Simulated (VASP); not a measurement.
**Os: single point with revPBE+D3(BJ)**

Crystal: Os.

```
Os
1.0
     2.72767    0.00000    0.00000
    -1.36383    2.36223    0.00000
     0.00000    0.00000    4.31458
Os
2
Direct
  0.66667 0.33333 0.75000
  0.33333 0.66667 0.25000
```

```yaml
Program: VASP 6.6.1
Task: single point
Functional: revPBE
Dispersion: D3(BJ)
Potentials_or_basis: VASP PAW PBE potentials, release 64 (Os)
Cutoff: 520 eV
k_mesh: 11 × 11 × 6
Occupations: fermi-dirac, width 0.05 eV
Spin: no spin polarisation
Dipole_correction: no
Further_INCAR_settings: ALGO = Normal; EDIFF = 1e-06; NBANDS = 15
```

- Pressure: -0.1 GPa
- Band gap on the k mesh: zero (bands 8 and 9 overlap by 3.92 eV)
- Dispersion energy per atom: -1.210 eV

Stress tensor (GPa, compression positive):
```
-0.02  0.00  0.00
 0.00 -0.02  0.00
 0.00  0.00 -0.19
```

Levels at points of the mesh, in eV from the Fermi level:
```csv
k point,band 5,band 6,band 7,band 8,band 9,band 10,band 11,band 12
"(0.00, 0.00, 0.00)",-2.79,-2.19,-2.19,-1.52,-1.52,0.05,1.75,1.75
"(0.00, 0.00, 0.50)",-3.23,-3.23,-3.23,-3.23,0.95,0.95,0.95,0.95
```

Wall time 32 s on 1 thread of Intel Xeon 8259CL, with other jobs on the host, peak memory 0.16 GiB.

Caveat: the PAW data sets were made with another functional, which shifts forces and pressure a little; spin-orbit coupling is left out, which moves the levels of the heavy elements.
